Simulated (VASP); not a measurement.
Crystal: NaCl.

```
Na Cl
1.0
     0.06881    2.81546    2.81546
     2.81546    0.06881    2.81546
     2.81546    2.81546    0.06881
Na Cl
1 1
Direct
  0.00000 0.00000 0.00000
  0.50000 0.50000 0.50000
```

This cell differs from its parent crystal: epitaxial 111 strain -2.0%.

Base run:

- Program: VASP 6.6.1
- Functional: r2SCAN
- Potentials or basis: VASP PAW PBE potentials, release 64 (Na_pv, Cl)
- Cutoff: 520 eV
- k mesh: 8 × 8 × 8
- Occupations: gaussian, width 0.01 eV
- Spin: no spin polarisation

Its results: band gap on the k mesh 6.04 eV, direct; pressure 0.5 GPa.

Q: The run is repeated on the same cell with these changes: functional from r2SCAN to PBE; occupations from gaussian, width 0.01 eV to fermi-dirac, width 0.02 eV. What comes out?

A: Band gap on the k mesh 5.21 eV, direct; pressure 2.0 GPa.

Caveats: the PAW data sets were made with another functional, which shifts forces and pressure a little (some runs).

